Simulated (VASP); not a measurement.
A run of VASP 6.6.1 is set up as follows.

INCAR

```
  PREC = Accurate
  ENCUT = 600
  EDIFF = 1E-6
  ISMEAR = 0
  SIGMA = 0.1
  LREAL = False
  LASPH = True
  NELM = 120
  ALGO = Normal
  ISIF = 2
  LWAVE = False
  LCHARG = False
  GGA = PE
  NBANDS = 18
  GGA_COMPAT = False
```

The input KPOINTS:

```
Automatic mesh
0
Gamma
  8 8 8
```

The input POSCAR:

```
PN
1.0
   -1.3889631000      2.6946072600      2.2901393700
    1.3889631000     -2.6946072600      2.2901393700
    1.3889631000      2.6946072600     -2.2901393700
P N
2 2
Direct
    0.2589471500      0.6057077100      0.6532394400
    0.9524682700      0.6057077100      0.3467605600
    0.0116296500      0.2630089100      0.7486207400
    0.5143881600      0.2630089100      0.2513792600
```

Potentials or basis: VASP PAW PBE potentials, release 64 (P, N).

The run is started by

```bash
$ cat potpaw_PBE.64/P/POTCAR potpaw_PBE.64/N/POTCAR > POTCAR
$ mpirun -np 1 vasp_std > vasp.out
```

Problem. Predict the pressure.

Solution. 100.7 GPa.

Problem. Estimate the band gap on the k mesh.

Solution. Zero (bands 10 and 11 overlap by 0.79 eV).

Problem. Predict the largest force.

Solution. 15.189 eV/Å.

Forces on the atoms (eV/Å):
```
P     0.000  15.176  -0.616
P     0.000 -15.176  -0.616
N     0.000  -1.479   0.616
N     0.000   1.479   0.616
```

Caveat: the stress differs along the axes, from 34 to 216 GPa; forces of over 1 eV/Å act on the atoms, so gaps and moduli don't describe the material at rest.
